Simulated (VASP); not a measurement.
# BaZrS3 (Pnma) in VASP: single point with LDA

Aim: the single point of BaZrS3 with LDA.

Everything below comes from runs of VASP 6.6.1. Logs are shortened: lines on timing, memory, paths and dates and some standing lists are left out, and cuts for length are marked.

## (1) The cell of the first run

It takes space group Pnma (No. 62, orthorhombic). Conventional cell: a = 7.024 Å, b = 9.834 Å, c = 6.855 Å, α = 90.00°, β = 90.00°, γ = 90.00°. Ba (site symmetry m) has 12 S at 3.09 to 4.29 Å and 6 Zr at 3.97 to 4.31 Å within 4.4 Å. Within 3.3 Å of Zr (site symmetry -1) lie 6 S at 2.50 to 2.52 Å. Within 3.3 Å of S (site symmetry m) lie 2 Zr at 2.50 Å and 2 Ba at 3.09 to 3.12 Å. S (site symmetry 1) has 2 Zr at 2.51 to 2.52 Å and 3 Ba at 3.10 to 3.34 Å and 8 S at 3.52 to 3.59 Å within 3.6 Å.

## (2) Single point, LDA

File INCAR:

```
  PREC = Accurate
  ENCUT = 500
  EDIFF = 1E-6
  ISMEAR = 0
  SIGMA = 0.02
  LREAL = False
  LASPH = True
  NELM = 120
  ALGO = Normal
  ISIF = 2
  LWAVE = False
  LCHARG = False
  NBANDS = 96
  GGA_COMPAT = False
  KPAR = 4
```

File KPOINTS:

```
regular mesh
0
Gamma
  4 4 4
```

File POSCAR:

```
BaZrS3
1.0
    7.0242352011      0.0000000000      0.0000000000
    0.0000000000      9.8339429752      0.0000000000
    0.0000000000      0.0000000000      6.8551446976
Ba Zr S
4 4 12
Direct
    0.0569863192      0.2500000000      0.0130332353
    0.4430136808      0.7500000000      0.5130332353
    0.5569863192      0.2500000000      0.4869667647
    0.9430136808      0.7500000000      0.9869667647
    0.0000000000      0.0000000000      0.5000000000
    0.5000000000      0.0000000000      0.0000000000
    0.5000000000      0.5000000000      0.0000000000
    0.0000000000      0.5000000000      0.5000000000
    0.9950043914      0.2500000000      0.5666587155
    0.5049956086      0.7500000000      0.0666587155
    0.4950043914      0.2500000000      0.9333412845
    0.0049956086      0.7500000000      0.4333412845
    0.2060995771      0.9650788040      0.7947244251
    0.2939004229      0.0349211960      0.2947244251
    0.7060995771      0.5349211960      0.7052755749
    0.7939004229      0.4650788040      0.2052755749
    0.7939004229      0.0349211960      0.2052755749
    0.7060995771      0.9650788040      0.7052755749
    0.2939004229      0.4650788040      0.2947244251
    0.2060995771      0.5349211960      0.7947244251
```

Potentials or basis: VASP PAW LDA potentials, release 64 (Ba_sv, Zr_sv, S).

Started as:

```console
cat potpaw_LDA.64/Ba_sv/POTCAR potpaw_LDA.64/Zr_sv/POTCAR potpaw_LDA.64/S/POTCAR > POTCAR
mpirun -np 4 vasp_std > vasp.out
```

OUTCAR:

```text
PREC = Accurate
   ENCUT = 500
   EDIFF = 1E-6
   ISMEAR = 0
   LREAL = False
   LASPH = True
   NELM = 120
   ISIF = 2

 ion  position               nearest neighbor table
   1  0.057  0.250  0.013-   9 3.09  16 3.10  17 3.10  11 3.12  14 3.31  19 3.31  13 3.34  20 3.34
                             6 3.97   7 3.97   5 4.17   8 4.17   5 4.31   8 4.31
   2  0.443  0.750  0.513-  10 3.09  15 3.10  18 3.10  12 3.12  13 3.31  20 3.31  19 3.34  14 3.34
                             5 3.97   8 3.97   7 4.17   6 4.17   6 4.31   7 4.31
   3  0.557  0.250  0.487-  11 3.09  14 3.10  19 3.10   9 3.12  17 3.31  16 3.31  18 3.34  15 3.34
                             5 3.97   8 3.97   7 4.17   6 4.17   6 4.31   7 4.31
   4  0.943  0.750  0.987-  12 3.09  13 3.10  20 3.10  10 3.12  18 3.31  15 3.31  16 3.34  17 3.34
                             6 3.97   7 3.97   5 4.17   8 4.17   5 4.31   8 4.31
   5  0.000  0.000  0.500-   9 2.50  12 2.50  13 2.51  17 2.51  14 2.52  18 2.52   2 3.97   3 3.97
                             1 4.17   4 4.17   1 4.31   4 4.31
   6  0.500  0.000  0.000-  10 2.50  11 2.50  14 2.51  18 2.51  17 2.52  13 2.52   1 3.97   4 3.97
                             3 4.17   2 4.17   2 4.31   3 4.31
   7  0.500  0.500  0.000-  10 2.50  11 2.50  15 2.51  19 2.51  16 2.52  20 2.52   1 3.97   4 3.97
                             3 4.17   2 4.17   2 4.31   3 4.31
   8  0.000  0.500  0.500-   9 2.50  12 2.50  16 2.51  20 2.51  19 2.52  15 2.52   2 3.97   3 3.97
                             1 4.17   4 4.17   1 4.31   4 4.31
   9  0.995  0.250  0.567-   5 2.50   8 2.50   1 3.09   3 3.12
  10  0.505  0.750  0.067-   6 2.50   7 2.50   2 3.09   4 3.12
  11  0.495  0.250  0.933-   6 2.50   7 2.50   3 3.09   1 3.12
  12  0.005  0.750  0.433-   5 2.50   8 2.50   4 3.09   2 3.12
  13  0.206  0.965  0.795-   5 2.51   6 2.52   4 3.10   2 3.31   1 3.34
  14  0.294  0.035  0.295-   6 2.51   5 2.52   3 3.10   1 3.31   2 3.34
  15  0.706  0.535  0.705-   7 2.51   8 2.52   2 3.10   4 3.31   3 3.34
  16  0.794  0.465  0.205-   8 2.51   7 2.52   1 3.10   3 3.31   4 3.34
  17  0.794  0.035  0.205-   5 2.51   6 2.52   1 3.10   3 3.31   4 3.34
  18  0.706  0.965  0.705-   6 2.51   5 2.52   2 3.10   4 3.31   3 3.34
  19  0.294  0.465  0.295-   7 2.51   8 2.52   3 3.10   1 3.31   2 3.34
  20  0.206  0.535  0.795-   8 2.51   7 2.52   4 3.10   2 3.31   1 3.34

  LATTYP: Found a simple orthorhombic cell.
 ALAT       =     6.8551446976
 B/A-ratio  =     1.0246662195
 C/A-ratio  =     1.4345347048

  Lattice vectors:

 A1 = (   0.0000000000,   0.0000000000,   6.8551446976)
 A2 = (   7.0242352011,   0.0000000000,   0.0000000000)
 A3 = (   0.0000000000,   9.8339429752,   0.0000000000)

Analysis of symmetry for initial positions (statically):
=====================================================================
 Subroutine PRICEL returns:
 Original cell was already a primitive cell.

 Routine SETGRP: Setting up the symmetry group for a
 simple orthorhombic supercell.

 Subroutine GETGRP returns: Found  8 space group operations
 (whereof  2 operations were pure point group operations)
 out of a pool of  8 trial point group operations.

The static configuration has the point symmetry S_2 .
 The point group associated with its full space group is D_2h.

Analysis of symmetry for dynamics (positions and initial velocities):
=====================================================================
 Subroutine PRICEL returns:
 Original cell was already a primitive cell.

 Routine SETGRP: Setting up the symmetry group for a
 simple orthorhombic supercell.

 Subroutine GETGRP returns: Found  8 space group operations
 (whereof  2 operations were pure point group operations)
 out of a pool of  8 trial point group operations.

The dynamic configuration has the point symmetry S_2 .
 The point group associated with its full space group is D_2h.

 Subroutine INISYM returns: Found  8 space group operations
 (whereof  2 operations are pure point group operations),
 and found     1 'primitive' translations

----------------------------------------------------------------------------------------

                                     Primitive cell

  volume of cell :     473.5255

  direct lattice vectors                    reciprocal lattice vectors
     7.024235201  0.000000000  0.000000000     0.142364253  0.000000000  0.000000000
     0.000000000  9.833942975  0.000000000     0.000000000  0.101688611  0.000000000
     0.000000000  0.000000000  6.855144698     0.000000000  0.000000000  0.145875841

  length of vectors
     7.024235201  9.833942975  6.855144698     0.142364253  0.101688611  0.145875841

  position of ions in fractional coordinates (direct lattice)
     0.056986319  0.250000000  0.013033235
     0.443013681  0.750000000  0.513033235
     0.556986319  0.250000000  0.486966765
     0.943013681  0.750000000  0.986966765
     0.000000000  0.000000000  0.500000000
     0.500000000  0.000000000  0.000000000
[... 12 lines left out ...]
     0.293900423  0.465078804  0.294724425
     0.206099577  0.534921196  0.794724425

  ion indices of the primitive-cell ions
   primitive index   ion index
                 1           1
                 2           2
                 3           3
                 4           4
                 5           5
                 6           6
[... 12 lines left out ...]
                19          19
                20          20

----------------------------------------------------------------------------------------

 KPOINTS: regular mesh

Automatic generation of k-mesh.
 Grid dimensions read from file:
 generate k-points for:    4    4    4

 Generating k-lattice:

  Cartesian coordinates                     Fractional coordinates (reciprocal lattice)
     0.035591063  0.000000000  0.000000000     0.250000000  0.000000000  0.000000000
     0.000000000  0.025422153  0.000000000     0.000000000  0.250000000  0.000000000
     0.000000000  0.000000000  0.036468960     0.000000000  0.000000000  0.250000000

  Length of vectors
     0.035591063  0.025422153  0.036468960

  Shift w.r.t. Gamma in fractional coordinates (k-lattice)
     0.000000000  0.000000000  0.000000000

 Subroutine IBZKPT returns following result:
 ===========================================

 Found     27 irreducible k-points:

 Following reciprocal coordinates:
            Coordinates               Weight
  0.000000  0.000000  0.000000      1.000000
  0.250000  0.000000  0.000000      2.000000
  0.500000  0.000000  0.000000      1.000000
  0.000000  0.250000  0.000000      2.000000
  0.250000  0.250000  0.000000      4.000000
  0.500000  0.250000  0.000000      2.000000
[... 16 lines left out ...]
  0.250000  0.250000  0.500000      4.000000
  0.500000  0.250000  0.500000      2.000000
 [... further k-points ...]
   k-points           NKPTS =     27   k-points in BZ     NKDIM =     27   number of bands    NBANDS=     96
   number of dos      NEDOS =    301   number of ions     NIONS =     20
   total plane-waves  NPLWV = 194400
   dimension x,y,z NGX =    54 NGY =   72 NGZ =   50
   dimension x,y,z NGXF=   108 NGYF=  144 NGZF=  100
   ions per type =               4   4  12
   NGX,Y,Z   is equivalent  to a cutoff of  12.78, 12.17, 12.13 a.u.
   NGXF,Y,Z  is equivalent  to a cutoff of  25.56, 24.34, 24.25 a.u.
 SYSTEM =  unknown system
   PREC   = accura    normal or accurate (medium, high low for compatibility)
   ISTART =      0    job   : 0-new  1-cont  2-samecut
   ICHARG =      2    charge: 1-file 2-atom 10-const
   ISPIN  =      1    spin polarized calculation?
   LNONCOLLINEAR =      F non collinear calculations
   LSORBIT =      F    spin-orbit coupling
   LASPH  =      T    aspherical Exc in radial PAW
   ENCUT  =  500.0 eV  36.75 Ry    6.06 a.u.  12.81 17.93 12.50*2*pi/ulx,y,z
   NELM   =    120;   NELMIN=  2; NELMDL= -5     # of ELM steps
   EDIFF  = 0.1E-05   stopping-criterion for ELM
   LREAL  =      F    real-space projection
[... 7 lines left out ...]
   TEBEG  =    0.0;   TEEND  =   0.0 temperature during run
   PSTRESS=    0.0 pullay stress
   NELECT =     160.0000    total number of electrons
   NUPDOWN=      -1.0000    fix difference up-down
   EMIN   =  10.00;   EMAX   =-10.00  energy-range for DOS
   EFERMI =   0.00;   METHOD = LEGACY
   ISMEAR =     0;   SIGMA  =   0.02  broadening in eV -4-tet -1-fermi 0-gaus
   EFERMI_NEDOS =   21; number of points for ismear=-14 and -15
   IALGO  =     38    algorithm
   IMIX   =      4    mixing-type and parameters
     AMIX     =   0.40;   BMIX     =  1.00
     AMIX_MAG =   1.60;   BMIX_MAG =  1.00
  volume/ion in A,a.u.               =      23.68       159.78
  Fermi-wavevector in a.u.,A,eV,Ry     =   1.140251  2.154762 17.689911  1.300172
  Thomas-Fermi vector in A             =   2.276953
   LORBIT       =      0    0 simple, 1 ext, 2 COOP (PROOUT), +10 PAW based schemes
   GGA     = CA    functional components
   LHFCALC =     F    Hartree Fock is set to
   AEXX    =    0.0000 exact exchange contribution
   IVDW    =     0    specifies the selected vdW correction
   LEPSILON=     F    determine dielectric tensor
   LRPA    =     F    only Hartree local field effects (RPA)
 non-spin polarized calculation
 Gauss-broadening in eV      SIGMA  =   0.02
  energy-cutoff  :      500.00
  volume of cell :      473.53
 maximum number of plane-waves:     12092
 NGX is ok and might be reduce to    54
   NGX = 25   NGY = 35   NGZ = 25

 number of electron     159.9999996 magnetization

 Free energy of the ion-electron system (eV)
  ---------------------------------------------------
  ext. energy  EPLUGINS =         0.00000000
  ---------------------------------------------------
  free energy    TOTEN  =      -140.33894357 eV

  energy without entropy =     -140.33894357  energy(sigma->0) =     -140.33894357

 E-fermi :   4.2254     XC(G=0): -10.0610

 val. band max:        4.0385358256   @ k =   0.0000   0.0000   0.0000
 cond. band min:       4.8794418395   @ k =   0.0000   0.0000   0.0000
 fundamental gap:      0.8409060140
 Fermi energy:         4.2253609052

 k-point     1 :       0.0000    0.0000    0.0000
  band No.  band energies     occupation
      1     -44.3728      2.00000
      2     -44.3724      2.00000
      3     -44.3722      2.00000
      4     -44.3718      2.00000
      5     -22.6394      2.00000
      6     -22.6334      2.00000
[... 2269 lines left out ...]
     91       7.2987      0.00000
     92       7.2987      0.00000

 [... further k-points ...]

 [bands above 92 left out]

------------------------ aborting loop because EDIFF is reached ----------------------------------------

  FORCE on cell =-STRESS in cart. coord.  units (eV):
  Direction    XX          YY          ZZ          XY          YZ          ZX
  --------------------------------------------------------------------------------------
  -------------------------------------------------------------------------------------
  Total        1.6628883      1.7257595      1.5092420      0.0000000      0.0000000      0.0000000
  in kB        5.6263959      5.8391212      5.1065327      0.0000000      0.0000000      0.0000000
  external PRESSURE =       5.5240166 kB  Pullay stress =       0.0000000 kB

 VOLUME and BASIS-vectors are now :
 -----------------------------------------------------------------------------
  energy-cutoff  :      500.00
  volume of cell :      473.53
      direct lattice vectors                 reciprocal lattice vectors
     7.024235201  0.000000000  0.000000000     0.142364253  0.000000000  0.000000000
     0.000000000  9.833942975  0.000000000     0.000000000  0.101688611  0.000000000
     0.000000000  0.000000000  6.855144698     0.000000000  0.000000000  0.145875841

 POSITION                                       TOTAL-FORCE (eV/Angst)
 -----------------------------------------------------------------------------------
      0.40029      2.45849      0.08934        -0.014103     -0.000000      0.003620
      3.11183      7.37546      3.51692         0.014103      0.000000      0.003620
      3.91240      2.45849      3.33823        -0.014103      0.000000     -0.003620
      6.62395      7.37546      6.76580         0.014103      0.000000     -0.003620
      0.00000      0.00000      3.42757         0.000000      0.000000      0.000000
      3.51212      0.00000      0.00000         0.000000      0.000000      0.000000
[... 12 lines left out ...]
      2.06443      4.57356      2.02038        -0.026953      0.024952     -0.016870
      1.44769      5.26038      5.44795         0.026953     -0.024952     -0.016870
 -----------------------------------------------------------------------------------
    total drift:                                0.000000     -0.000000     -0.000000

  FREE ENERGIE OF THE ION-ELECTRON SYSTEM (eV)
  ---------------------------------------------------
  free  energy   TOTEN  =      -140.3389435660 eV

  energy  without entropy=     -140.3389435660  energy(sigma->0) =     -140.33894357
```

It took 6.4 min on 4 MPI ranks of AMD EPYC 7R43 (Zen 3), shared host; peak memory 0.89 GiB.

What came out:

```yaml
Free_energy: -140.3389 eV
Pressure: 0.6 GPa
Largest_force: 0.047 eV/Å
Band_gap_on_the_k_mesh: 0.84 eV
```

Forces on the atoms (eV/Å):
```
Ba  -0.014  0.000  0.004
Ba   0.014  0.000  0.004
Ba  -0.014  0.000 -0.004
Ba   0.014  0.000 -0.004
Zr   0.000  0.000  0.000
Zr   0.000  0.000  0.000
Zr   0.000  0.000  0.000
Zr   0.000  0.000  0.000
S    0.033  0.000 -0.033
S   -0.033  0.000 -0.033
S    0.033  0.000  0.033
S   -0.033  0.000  0.033
S    0.027  0.025 -0.017
S   -0.027 -0.025 -0.017
S    0.027 -0.025  0.017
S   -0.027  0.025  0.017
S   -0.027 -0.025  0.017
S    0.027  0.025  0.017
S   -0.027  0.025 -0.017
S    0.027 -0.025 -0.017
```

Caveat: spin-orbit coupling is left out, which moves the levels of the heavy elements. A k mesh can miss the band edges.
